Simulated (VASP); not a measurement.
Here is a VASP 6.6.1 calculation.

The input INCAR:

```
SYSTEM = In
PREC = Accurate
ENCUT = 520
EDIFF = 1E-6
ISMEAR = -1
SIGMA = 0.05
LREAL = .False.
LASPH = .True.
NELM = 60
ALGO = Fast
ISIF = 2
LWAVE = .False.
LCHARG = .False.
GGA = PE
NBANDS = 26
```

The input KPOINTS:

```
Automatic mesh
0
Gamma
  9 9 9
  0 0 0
```

The input POSCAR:

```
In
1.0
    1.6470713907      0.9509371108      8.0965379867
   -1.6470713907      0.9509371108      8.0965379867
    0.0000000000     -1.9018742216      8.0965379867
In
3
Direct
    0.2219877600      0.2219877600      0.2219877600
    0.7780122400      0.7780122400      0.7780122400
    0.0000000000      0.0000000000      0.0000000000
```

Potentials or basis: VASP PAW PBE potentials, release 64 (In_d).

The run is started by

```bash
$ cat potpaw_PBE.64/In_d/POTCAR > POTCAR
$ mpirun -np 1 vasp_std > vasp.out
```

Task: Estimate the largest force.

Result: 0.006 eV/Å.

Task: Predict the pressure.

Result: 3.7 GPa.

Forces in eV/Å, atoms in the order of the input:
```
In   0.000  0.000 -0.006
In   0.000  0.000  0.006
In   0.000  0.000  0.000
```
